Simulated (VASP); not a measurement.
A run of VASP 6.6.1 is set up as follows.

INCAR

```
SYSTEM = KMgF3
ALGO = Normal
EDIFF = 1E-6
ENCUT = 520
GGA = PE
ISIF = 2
ISMEAR = 0
LASPH = .TRUE.
LCHARG = .TRUE.
LELF = .TRUE.
LREAL = .FALSE.
LVHAR = .TRUE.
LWAVE = .FALSE.
NBANDS = 24
NELM = 80
PREC = Accurate
SIGMA = 0.05
```

File KPOINTS:

```
k-points
0
G
  6 6 6
  0 0 0
```

Contents of POSCAR:

```
KMgF3
1.0
    4.1054770000      0.0000000000      0.0000000000
    0.0000000000      4.1054770000      0.0000000000
    0.0000000000      0.0000000000      4.1054770000
K Mg F
1 1 3
Direct
    0.5000000000      0.5000000000      0.5000000000
    0.0000000000      0.0000000000      0.0000000000
    0.5000000000      0.0000000000      0.0000000000
    0.0000000000      0.5000000000      0.0000000000
    0.0000000000      0.0000000000      0.5000000000
```

Potentials or basis: VASP PAW PBE potentials, release 64 (K_sv, Mg, F).

Command:

```console
$ cat potpaw_PBE.64/K_sv/POTCAR potpaw_PBE.64/Mg/POTCAR potpaw_PBE.64/F/POTCAR > POTCAR
$ mpirun -np 1 vasp_std > vasp.out
```

(1) What does it give for the pressure?

(2) What does it give for the band gap on the k mesh?

## Answers

(1) -2.7 GPa.

(2) 6.67 eV, indirect (least direct gap 6.98 eV).

Caveat: the cell differs from its parent crystal (strain +0.030 along x and y, +0.030 along z).
